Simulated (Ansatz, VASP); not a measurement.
**One calculation of Ge, two programs**

Contents of INCAR:

```
SYSTEM = Ge
PREC = Accurate
ENCUT = 520
EDIFF = 1E-7
ISMEAR = -1
SIGMA = 0.05
LREAL = .FALSE.
LASPH = .TRUE.
NELM = 80
ALGO = Normal
ISIF = 2
LWAVE = .FALSE.
LCHARG = .TRUE.
GGA = PS
LELF = .TRUE.
LVHAR = .TRUE.
NBANDS = 21
```

File KPOINTS:

```
regular mesh
0
G
  11 11 11
  0 0 0
```

Contents of POSCAR:

```
Ge
1.0
   -2.5572107439      2.5572107439      1.3880337523
    2.5572107439     -2.5572107439      1.3880337523
    2.5572107439      2.5572107439     -1.3880337523
Ge
2
Direct
    0.5000000000      0.5000000000      0.0000000000
    0.2500000000      0.7500000000      0.5000000000
```

input.yaml

```yaml
crystal:
  lattice:
    - [-2.5572107439, 2.5572107439, 1.3880337523]
    - [2.5572107439, -2.5572107439, 1.3880337523]
    - [2.5572107439, 2.5572107439, -1.3880337523]
  atoms:
    - { symbol: Ge, position: [0.5, 0.5, 0.0] }
    - { symbol: Ge, position: [0.25, 0.75, 0.5] }
kpoints:
  mp_grid: { grid: [11, 11, 11] }
scf:
  occupations: { method: fermi_dirac, width: 0.05 }
hamiltonian:
  xc: pbesol
  pseudopotentials: { kind: all_electron, lapw: { basis_error: 0.0005 } }
output:
  forces: true
  stress: true
  eigenvalues: true
```

Change from the starting cell: volume scaled by 0.98.

Alike in both runs: task single point; functional PBEsol; k mesh 11 × 11 × 11; occupations fermi-dirac, width 0.05 eV; no spin polarisation.

```csv
,VASP,Ansatz
version,VASP 6.6.1,Ansatz 0.2.0
potentials or method,"VASP PAW PBE potentials, release 64 (Ge_d), cutoff 520 eV","all-electron LAPW, scalar-relativistic"
```

|  | VASP | Ansatz | Ansatz less VASP |
| --- | --- | --- | --- |
| gap on the k mesh at the Fermi level (eV) | none | none | - |
| pressure (GPa) | 1.0 | 1.0 | +0.01 |
| traceless stress, the component that is largest in VASP (GPa) | -0.12 | -0.13 | -0.012 |

VASP's potentials were made for PBE, not for PBEsol. A gap of «none» marks a metal or a gap that the smearing closes. Ansatz ran all-electron here, and VASP with PAW potentials.
